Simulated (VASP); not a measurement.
Input of a VASP 6.6.1 run:

Contents of INCAR:

```
PREC = Accurate
ENCUT = 520
EDIFF = 1E-6
ISMEAR = -1
SIGMA = 0.02
LREAL = F
LASPH = T
NELM = 100
ALGO = Normal
ISIF = 2
LWAVE = F
LCHARG = T
GGA = PE
LELF = T
LVHAR = T
NBANDS = 12
```

Contents of KPOINTS:

```
regular mesh
0
Gamma
  10 10 10
```

POSCAR

```
LiF
1.0
    0.0000000000      1.9150768680      2.0553467111
    1.9150768680      0.0000000000      2.0553467111
    1.9150768680      1.9150768680      0.0000000000
Li F
1 1
Direct
    0.0000000000      0.0000000000      0.0000000000
    0.5000000000      0.5000000000      0.5000000000
```

Potentials or basis: VASP PAW PBE potentials, release 64 (Li_sv, F).

Run with:

```sh
$ cat potpaw_PBE.64/Li_sv/POTCAR potpaw_PBE.64/F/POTCAR > POTCAR
$ mpirun -np 1 vasp_std > vasp.out
```

(1) Estimate the band gap on the k mesh.

Results:

(1) 9.73 eV, direct.

Caveat: the cell differs from its parent crystal (epitaxial xy strain -4.0%).
